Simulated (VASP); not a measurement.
# Al (P6_3/mmc) in VASP: single point with LDA

Aim: the single point of Al with LDA.

Everything below comes from runs of VASP 6.6.1. Logs are shortened: lines on timing, memory, paths and dates and some standing lists are left out, and cuts for length are marked.

## 1. The cell of the first run

Symmetry: P6_3/mmc, No. 194, hexagonal system. Conventional cell: a = 2.802 Å, b = 2.802 Å, c = 4.686 Å, α = 90.00°, β = 90.00°, γ = 120.00°. Within 3.7 Å of Al (site symmetry -6m2) lie 12 Al at 2.80 to 2.85 Å.

## 2. Single point, LDA

Contents of INCAR:

```
ALGO = Fast
EDIFF = 1E-7
ENCUT = 520
ISIF = 2
ISMEAR = 0
LASPH = T
LCHARG = F
LREAL = F
LWAVE = F
NBANDS = 10
NELM = 60
PREC = Accurate
SIGMA = 0.15
```

Contents of KPOINTS:

```
k-points
0
Gamma
  18 18 10
```

Contents of POSCAR:

```
Al
1.0
    2.8024648109      0.0000000000      0.0000000000
   -1.4012324054      2.4270057195      0.0000000000
    0.0000000000      0.0000000000      4.6862330202
Al
2
Direct
    0.6666666667      0.3333333333      0.7500000000
    0.3333333333      0.6666666667      0.2500000000
```

Potentials or basis: VASP PAW LDA potentials, release 64 (Al).

Run with:

```bash
cat potpaw_LDA.64/Al/POTCAR > POTCAR
mpirun -np 1 vasp_std > vasp.out
```

OUTCAR:

```text
EDIFF = 1E-7
   ENCUT = 520
   ISIF = 2
   ISMEAR = 0
   LASPH = T
   LREAL = F
   NELM = 60
   PREC = Accurate

 ion  position               nearest neighbor table
   1  0.667  0.333  0.750-   2 2.85   2 2.85   2 2.85   2 2.85   2 2.85   2 2.85
   2  0.333  0.667  0.250-   1 2.85   1 2.85   1 2.85   1 2.85   1 2.85   1 2.85

  LATTYP: Found a hexagonal cell.
 ALAT       =     2.8024648109
 C/A-ratio  =     1.6721826451

  Lattice vectors:

 A1 = (   2.8024648109,   0.0000000000,   0.0000000000)
 A2 = (  -1.4012324054,   2.4270057195,   0.0000000000)
 A3 = (   0.0000000000,   0.0000000000,   4.6862330202)

Analysis of symmetry for initial positions (statically):
=====================================================================
 Subroutine PRICEL returns:
 Original cell was already a primitive cell.

 Routine SETGRP: Setting up the symmetry group for a
 hexagonal supercell.

 Subroutine GETGRP returns: Found 24 space group operations
 (whereof 12 operations were pure point group operations)
 out of a pool of 24 trial point group operations.

The static configuration has the point symmetry D_3d.
 The point group associated with its full space group is D_6h.

Analysis of symmetry for dynamics (positions and initial velocities):
=====================================================================
 Subroutine PRICEL returns:
 Original cell was already a primitive cell.

 Routine SETGRP: Setting up the symmetry group for a
 hexagonal supercell.

 Subroutine GETGRP returns: Found 24 space group operations
 (whereof 12 operations were pure point group operations)
 out of a pool of 24 trial point group operations.

The dynamic configuration has the point symmetry D_3d.
 The point group associated with its full space group is D_6h.

 Subroutine INISYM returns: Found 24 space group operations
 (whereof 12 operations are pure point group operations),
 and found     1 'primitive' translations

----------------------------------------------------------------------------------------

                                     Primitive cell

  volume of cell :      31.8739

  direct lattice vectors                    reciprocal lattice vectors
     2.802464811  0.000000000  0.000000000     0.356828745  0.206015172  0.000000000
    -1.401232405  2.427005719  0.000000000     0.000000000  0.412030343  0.000000000
     0.000000000  0.000000000  4.686233020     0.000000000  0.000000000  0.213391011

  length of vectors
     2.802464811  2.802464811  4.686233020     0.412030343  0.412030343  0.213391011

  position of ions in fractional coordinates (direct lattice)
     0.666666667  0.333333333  0.750000000
     0.333333333  0.666666667  0.250000000

  ion indices of the primitive-cell ions
   primitive index   ion index
                 1           1
                 2           2

----------------------------------------------------------------------------------------

 KPOINTS: k-points

Automatic generation of k-mesh.
 Grid dimensions read from file:
 generate k-points for:   18   18   10

 Generating k-lattice:

  Cartesian coordinates                     Fractional coordinates (reciprocal lattice)
     0.019823819  0.011445287  0.000000000     0.055555556  0.000000000  0.000000000
     0.000000000  0.022890575  0.000000000     0.000000000  0.055555556  0.000000000
     0.000000000  0.000000000  0.021339101     0.000000000  0.000000000  0.100000000

  Length of vectors
     0.022890575  0.022890575  0.021339101

  Shift w.r.t. Gamma in fractional coordinates (k-lattice)
     0.000000000  0.000000000  0.000000000

 Subroutine IBZKPT returns following result:
 ===========================================

 Found    222 irreducible k-points:

 Following reciprocal coordinates:
            Coordinates               Weight
  0.000000  0.000000  0.000000      1.000000
  0.055556  0.000000  0.000000      6.000000
  0.111111  0.000000  0.000000      6.000000
  0.166667  0.000000  0.000000      6.000000
  0.222222  0.000000  0.000000      6.000000
  0.277778  0.000000  0.000000      6.000000
[... 16 lines left out ...]
  0.333333  0.111111  0.000000     12.000000
  0.388889  0.111111  0.000000     12.000000
 [... further k-points ...]
   k-points           NKPTS =    222   k-points in BZ     NKDIM =    222   number of bands    NBANDS=     10
   number of dos      NEDOS =    301   number of ions     NIONS =      2
   total plane-waves  NPLWV =  20736
   dimension x,y,z NGX =    24 NGY =   24 NGZ =   36
   dimension x,y,z NGXF=    48 NGYF=   48 NGZF=   72
   ions per type =               2
   NGX,Y,Z   is equivalent  to a cutoff of  14.24, 14.24, 12.77 a.u.
   NGXF,Y,Z  is equivalent  to a cutoff of  28.47, 28.47, 25.54 a.u.
 SYSTEM =  unknown system
   PREC   = accura    normal or accurate (medium, high low for compatibility)
   ISTART =      0    job   : 0-new  1-cont  2-samecut
   ICHARG =      2    charge: 1-file 2-atom 10-const
   ISPIN  =      1    spin polarized calculation?
   LNONCOLLINEAR =      F non collinear calculations
   LSORBIT =      F    spin-orbit coupling
   LASPH  =      T    aspherical Exc in radial PAW
   ENCUT  =  520.0 eV  38.22 Ry    6.18 a.u.   5.21  5.21  8.71*2*pi/ulx,y,z
   NELM   =     60;   NELMIN=  2; NELMDL= -5     # of ELM steps
   EDIFF  = 0.1E-06   stopping-criterion for ELM
   LREAL  =      F    real-space projection
   EDIFFG = 0.1E-05   stopping-criterion for IOM
   NSW    =      0    number of steps for IOM
   IBRION =     -1    ionic relax: 0-MD 1-quasi-New 2-CG
   NFREE  =      0    steps in history (QN), initial steepest desc. (CG)
   ISIF   =      2    stress and relaxation
   ISYM   =      2    0-nonsym 1-usesym 2-fastsym
   POTIM  = 0.5000    time-step for ionic-motion
   TEBEG  =    0.0;   TEEND  =   0.0 temperature during run
   PSTRESS=    0.0 pullay stress
   NELECT =       6.0000    total number of electrons
   NUPDOWN=      -1.0000    fix difference up-down
   EMIN   =  10.00;   EMAX   =-10.00  energy-range for DOS
   EFERMI =   0.00;   METHOD = LEGACY
   ISMEAR =     0;   SIGMA  =   0.15  broadening in eV -4-tet -1-fermi 0-gaus
   EFERMI_NEDOS =   21; number of points for ismear=-14 and -15
   IALGO  =     68    algorithm
   IMIX   =      4    mixing-type and parameters
     AMIX     =   0.40;   BMIX     =  1.00
     AMIX_MAG =   1.60;   BMIX_MAG =  1.00
  volume/ion in A,a.u.               =      15.94       107.55
  Fermi-wavevector in a.u.,A,eV,Ry     =   0.938239  1.773015 11.977114  0.880293
  Thomas-Fermi vector in A             =   2.065431
   LORBIT       =      0    0 simple, 1 ext, 2 COOP (PROOUT), +10 PAW based schemes
   GGA     = CA    functional components
   LHFCALC =     F    Hartree Fock is set to
   AEXX    =    0.0000 exact exchange contribution
   IVDW    =     0    specifies the selected vdW correction
   LEPSILON=     F    determine dielectric tensor
   LRPA    =     F    only Hartree local field effects (RPA)
 non-spin polarized calculation
 RMM-DIIS sequential band-by-band and
 Gauss-broadening in eV      SIGMA  =   0.15
  energy-cutoff  :      520.00
  volume of cell :       31.87
 maximum number of plane-waves:       881
 NGX is ok and might be reduce to    24
   NGX = 11   NGY = 11   NGZ = 17

 number of electron       6.0000000 magnetization

 Free energy of the ion-electron system (eV)
  ---------------------------------------------------
  ext. energy  EPLUGINS =         0.00000000
  ---------------------------------------------------
  free energy    TOTEN  =        -8.31552500 eV

  energy without entropy =       -8.30461934  energy(sigma->0) =       -8.31007217

 E-fermi :   8.1452     XC(G=0): -10.4738

 val. band max:        8.1293428478   @ k =   0.3889   0.1667   0.2000
 cond. band min:       8.1571136366   @ k =   0.5000  -0.0000   0.1000
 fundamental gap:      0.0277707888
 Fermi energy:         8.1452396583

 k-point     1 :       0.0000    0.0000    0.0000
  band No.  band energies     occupation
      1      -3.1879      2.00000
      2       3.3454      2.00000
      3       3.4169      2.00000
      4      19.2867      0.00000
      5      19.2867      0.00000
      6      19.5855      0.00000
      7      19.5855      0.00000
      8      20.0774      0.00000
      9      21.9581      0.00000
     10      22.7792      0.00000

 k-point     2 :       0.0556    0.0000    0.0000
  band No.  band energies     occupation
      1      -3.1106      2.00000
      2       3.4171      2.00000
      3       3.4925      2.00000
      4      17.6307      0.00000
      5      18.3117      0.00000
      6      19.3723      0.00000
      7      20.6881      0.00000
      8      20.8023      0.00000
      9      21.9501      0.00000
     10      23.0431      0.00000

 k-point     3 :       0.1111    0.0000    0.0000
  band No.  band energies     occupation
      1      -2.8789      2.00000
      2       3.6321      2.00000
      3       3.7183      2.00000
      4      15.5122      0.00000
      5      17.3333      0.00000
      6      18.6185      0.00000
      7      20.6961      0.00000
      8      21.2654      0.00000
      9      21.9863      0.00000
     10      22.0581      0.00000

 k-point     4 :       0.1667    0.0000    0.0000
  band No.  band energies     occupation
      1      -2.4935      2.00000
      2       3.9903      2.00000
      3       4.0915      2.00000
      4      13.4072      0.00000
      5      16.4844      0.00000
      6      17.6795      0.00000
      7      19.3731      0.00000
      8      19.4146      0.00000
      9      21.7945      0.00000
     10      22.0208      0.00000
[... 222 lines left out ...]
 k-point    22 :       0.2778    0.1111    0.0000
  band No.  band energies     occupation
      1      -0.2052      2.00000
      2       6.1350      2.00000
      3       6.1374      2.00000
      4       8.0389      1.68372
      5      11.6296      0.00000
      6      13.9217      0.00000
      7      14.3319      0.00000
      8      17.9036      0.00000
      9      17.9758      0.00000
     10      19.4956      0.00000

 k-point    23 :       0.3333    0.1111    0.0000
  band No.  band energies     occupation
      1       0.7735      2.00000
      2       5.8921      2.00000
      3       7.0619      2.00000
      4       7.5383      2.00000
      5      11.1333      0.00000
      6      12.3029      0.00000
      7      12.9624      0.00000
      8      17.5922      0.00000
      9      17.5967      0.00000
     10      19.1851      0.00000

 k-point    24 :       0.3889    0.1111    0.0000
  band No.  band energies     occupation
      1       1.8922      2.00000
      2       4.5177      2.00000
      3       8.1077      1.27673
      4       8.4028      0.01516
      5      10.4766      0.00000
      6      10.8356      0.00000
      7      12.0285      0.00000
      8      17.3645      0.00000
      9      17.4110      0.00000
     10      18.9943      0.00000

 [... further k-points ...]
[... 5 lines left out ...]
  --------------------------------------------------------------------------------------
  -------------------------------------------------------------------------------------
  Total        0.0347424      0.0347424     -0.0078496      0.0000000     -0.0000000      0.0000000
  in kB        1.7463684      1.7463684     -0.3945710      0.0000000     -0.0000000      0.0000000
  external PRESSURE =       1.0327219 kB  Pullay stress =       0.0000000 kB

 VOLUME and BASIS-vectors are now :
 -----------------------------------------------------------------------------
  energy-cutoff  :      520.00
  volume of cell :       31.87
      direct lattice vectors                 reciprocal lattice vectors
     2.802464811  0.000000000  0.000000000     0.356828745  0.206015172  0.000000000
    -1.401232405  2.427005719  0.000000000     0.000000000  0.412030343  0.000000000
     0.000000000  0.000000000  4.686233020     0.000000000  0.000000000  0.213391011

 POSITION                                       TOTAL-FORCE (eV/Angst)
 -----------------------------------------------------------------------------------
      1.40123      0.80900      3.51467         0.000000     -0.000000      0.000000
     -0.00000      1.61800      1.17156        -0.000000      0.000000      0.000000
 -----------------------------------------------------------------------------------
    total drift:                                0.000000     -0.000000     -0.000000

  FREE ENERGIE OF THE ION-ELECTRON SYSTEM (eV)
  ---------------------------------------------------
  free  energy   TOTEN  =        -8.3155249985 eV

  energy  without entropy=       -8.3046193437  energy(sigma->0) =       -8.31007217
```

Run time: 18 s. Hardware: 1 thread of Intel Xeon 6975P-C (Granite Rapids), shared host; peak memory 0.17 GiB.

Results:

```
Free energy            : -8.3155 eV
Pressure               : 0.1 GPa
Band gap on the k mesh : zero (band 3 reaches 12.15 eV, above the bottom of band 4 at 4.94 eV)
```
